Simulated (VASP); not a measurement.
A run of VASP 6.6.1 is set up as follows.

File INCAR:

```
  PREC = Accurate
  ENCUT = 500
  EDIFF = 1E-6
  ISMEAR = 0
  SIGMA = 0.01
  LREAL = False
  LASPH = True
  NELM = 120
  ALGO = Normal
  ISIF = 2
  LWAVE = False
  LCHARG = False
  GGA = RE
  NBANDS = 11
  GGA_COMPAT = False
```

The input KPOINTS:

```
Automatic mesh
0
Gamma
  8 8 8
```

POSCAR

```
BP
1.0
    0.0000000000      2.2690000000      2.2690000000
    2.2690000000      0.0000000000      2.2690000000
    2.2690000000      2.2690000000      0.0000000000
B P
1 1
Direct
    0.0000000000      0.0000000000      0.0000000000
    0.2500000000      0.2500000000      0.2500000000
```

Potentials or basis: VASP PAW PBE potentials, release 64 (B, P).

The run is started by

```sh
$ cat potpaw_PBE.64/B/POTCAR potpaw_PBE.64/P/POTCAR > POTCAR
$ mpirun -np 1 vasp_std > vasp.out
```

What does it give for the pressure?

2.9 GPa.

What does it give for the band gap on the k mesh?

1.28 eV, indirect (least direct gap 3.39 eV).

Caveat: the PAW data sets were made with another functional, which shifts forces and pressure a little. A k mesh can miss the band edges.
